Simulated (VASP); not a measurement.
Set up this calculation in VASP 6.6.1, as the native input.

* Task: relaxation of cell and atoms
* Functional: PBE
* Potentials or basis: VASP PAW PBE potentials, release 64 (Sr_sv, Ti_sv, O)
* Cutoff: 600 eV
* k mesh: 5 × 5 × 5, shifted
* Occupations: fermi-dirac, width 0.1 eV
* Spin: no spin polarisation
* Dipole correction: no
* Further INCAR settings: ALGO = Normal; EDIFF = 1e-06; IBRION = 2; EDIFFG = -0.01; NSW = 60; ISIF = 3

The structure of SrTiO3 lies in POSCAR:

```
SrTiO3
1.0
    3.8658373600      0.0000000000      0.0000000000
    0.0000000000      3.8658373600      0.0000000000
    0.0000000000      0.0000000000      3.8658373600
Sr Ti O
1 1 3
Direct
    0.5000000000      0.5000000000      0.5000000000
    0.0000000000      0.0000000000      0.0000000000
    0.5000000000      0.0000000000      0.0000000000
    0.0000000000      0.5000000000      0.0000000000
    0.0000000000      0.0000000000      0.5000000000
```

The input as run:

INCAR

```
PREC = Accurate ; ENCUT = 600
EDIFF = 1E-6 ; ISMEAR = -1
SIGMA = 0.1 ; LREAL = F
LASPH = T ; NELM = 60
ALGO = Normal ; ISIF = 3
LWAVE = F ; LCHARG = F
GGA = PE ; IBRION = 2
NSW = 60 ; EDIFFG = -0.01
```

KPOINTS

```
Automatic mesh
0
Gamma
  5 5 5
  0.5 0.5 0.5
```

Potentials or basis: VASP PAW PBE potentials, release 64 (Sr_sv, Ti_sv, O).

Launch:

```console
$ cat potpaw_PBE.64/Sr_sv/POTCAR potpaw_PBE.64/Ti_sv/POTCAR potpaw_PBE.64/O/POTCAR > POTCAR
$ mpirun -np 1 vasp_std > vasp.out
```

It gave:

```json
{
 "Relaxed volume": "12.24 Å³/atom",
 "Relaxed cell": "a = 3.941 Å, b = 3.941 Å, c = 3.941 Å, α = 90.00°, β = 90.00°, γ = 90.00°",
 "Space group after relaxing (to 0.05 Å)": "Pm-3m (No. 221)",
 "Energy gained by relaxing": "22.0 meV/atom",
 "Ionic steps": "3",
 "Pressure after relaxing": "-0.1 GPa",
 "Band gap on the k mesh": "2.16 eV, indirect (least direct gap 2.81 eV)"
}
```

Run time: 77 s on 1 thread of Intel Xeon 8259CL (shared host), peak memory 0.19 GiB.
